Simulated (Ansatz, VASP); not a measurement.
**Mg: VASP beside Ansatz**

File INCAR:

```
SYSTEM = Mg
PREC = Accurate
ENCUT = 520
EDIFF = 1E-6
ISMEAR = 0
SIGMA = 0.15
LREAL = .False.
LASPH = .True.
NELM = 100
ALGO = Fast
ISIF = 2
LWAVE = .False.
LCHARG = .True.
GGA = PE
LELF = .True.
LVHAR = .True.
NBANDS = 7
```

File KPOINTS:

```
Automatic mesh
0
Gamma
  20 20 20
  0 0 0
```

POSCAR

```
Mg
1.0
   -1.8832607382      1.8832607382      1.7491754905
    1.8832607382     -1.8832607382      1.7491754905
    1.8832607382      1.8832607382     -1.7491754905
Mg
1
Direct
    0.0000000000      0.0000000000      0.0000000000
```

Input for Ansatz:

```yaml
crystal:
  lattice:
    - [-1.8832607382, 1.8832607382, 1.7491754905]
    - [1.8832607382, -1.8832607382, 1.7491754905]
    - [1.8832607382, 1.8832607382, -1.7491754905]
  atoms:
    - { symbol: Mg, position: [0.0, 0.0, 0.0] }
basis:
  ecutwfc: 520.0
kpoints:
  mp_grid: { grid: [20, 20, 20] }
hamiltonian:
  xc: pbe
  pseudopotentials: { kind: paw }
scf:
  occupations: { method: gaussian, width: 0.15 }
output:
  forces: true
  stress: true
  eigenvalues: true
```

Alike in both runs: task single point; functional PBE; k mesh 20 × 20 × 20; occupations gaussian, width 0.15 eV; no spin polarisation.

```csv
,VASP,Ansatz
version,VASP 6.6.1,Ansatz 0.2.0
potentials or method,"VASP PAW PBE potentials, release 64 (Mg), cutoff 520 eV","scalar-relativistic, plane waves, PAW"
valence electrons in the cell,2,10
```

```csv
,VASP,Ansatz,Ansatz less VASP
gap on the k mesh at the Fermi level (eV),none,none,-
pressure (GPa),-2.4,-2.3,+0.11
"traceless stress, the component that is largest in VASP (GPa)",-0.07,-0.06,+0.004
```

A gap of «none» marks a metal or a gap that the smearing closes. The functional is the same, so the differences come from potentials, cutoffs and numerics. VASP's potentials hold 2 valence electrons a cell and Ansatz's 10, so a difference there can come from the potentials and not from the codes.
